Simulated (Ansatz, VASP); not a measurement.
AlB2N3: VASP beside Ansatz

```
Al B N
1.0
     4.15858    0.00000    0.00000
    -2.07929    3.60143    0.00000
     0.00000    0.00000    4.50237
Al B N
1 2 3
Direct
  0.00000 0.00000 0.50000
  0.33333 0.66667 0.50000
  0.66667 0.33333 0.50000
  0.50000 0.00000 0.00000
  0.00000 0.50000 0.00000
  0.50000 0.50000 0.00000
```

Alike in both runs: task single point; functional PBE; k mesh 6 × 6 × 4; occupations gaussian, width 0.1 eV; no spin polarisation.

|  | VASP | Ansatz |
| --- | --- | --- |
| version | VASP 6.6.1 | Ansatz 0.2.0 |
| potentials or method | VASP PAW PBE potentials, release 64 (Al, B, N), cutoff 520 eV | scalar-relativistic, plane waves, PAW |
| valence electrons in the cell | 24 | 24 |

|  | VASP | Ansatz | Ansatz less VASP |
| --- | --- | --- | --- |
| gap on the k mesh at the Fermi level (eV) | none | none | - |
| pressure (GPa) | -21.6 | -21.5 | +0.09 |
| traceless stress, the component that is largest in VASP (GPa) | 1.88 | 1.84 | -0.037 |

A gap of «none» marks a metal or a gap that the smearing closes. The functional is the same, so the differences come from potentials, cutoffs and numerics.
